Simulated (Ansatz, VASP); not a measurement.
**Two plane-wave programs on Ca**

INCAR

```
PREC = Accurate
ENCUT = 520
EDIFF = 1E-6
ISMEAR = 0
SIGMA = 0.15
LREAL = F
LASPH = T
NELM = 60
ALGO = Normal
ISIF = 2
LWAVE = F
LCHARG = T
GGA = PS
LELF = T
LVHAR = T
NBANDS = 11
```

File KPOINTS:

```
Automatic mesh
0
Gamma
  14 14 14
```

File POSCAR:

```
Ca
1.0
    0.0000000000      2.6824320000      2.9059680000
    2.6824320000      0.0000000000      2.9059680000
    2.6824320000      2.6824320000      0.0000000000
Ca
1
Direct
    0.0000000000      0.0000000000      0.0000000000
```

Input for Ansatz:

```yaml
crystal:
  lattice:
    - [0.0, 2.682432, 2.905968]
    - [2.682432, 0.0, 2.905968]
    - [2.682432, 2.682432, 0.0]
  atoms:
    - { symbol: Ca, position: [0.0, 0.0, 0.0] }
basis:
  ecutwfc: 420
kpoints:
  mp_grid: { grid: [14, 14, 14] }
hamiltonian:
  xc: pbesol
scf:
  occupations: { method: gaussian, width: 0.15 }
output:
  forces: true
  stress: true
  eigenvalues: true
```

Change from the starting cell: strain -0.040 along x and y, +0.040 along z, atoms carried along.

Alike in both runs: task single point; functional PBEsol; k mesh 14 × 14 × 14; occupations gaussian, width 0.15 eV; no spin polarisation.

|  | VASP | Ansatz |
| --- | --- | --- |
| version | VASP 6.6.1 | Ansatz 0.2.0 |
| potentials or method | VASP PAW PBE potentials, release 64 (Ca_sv), cutoff 520 eV | scalar-relativistic, plane waves, PAW |
| valence electrons in the cell | 10 | 10 |

```csv
,VASP,Ansatz,Ansatz less VASP
gap on the k mesh at the Fermi level (eV),none,none,-
pressure (GPa),-0.5,-0.5,+0.01
"traceless stress, the component that is largest in VASP (GPa)",-0.60,-0.60,0.000
```

VASP's potentials were made for PBE, not for PBEsol. A gap of «none» marks a metal or a gap that the smearing closes.
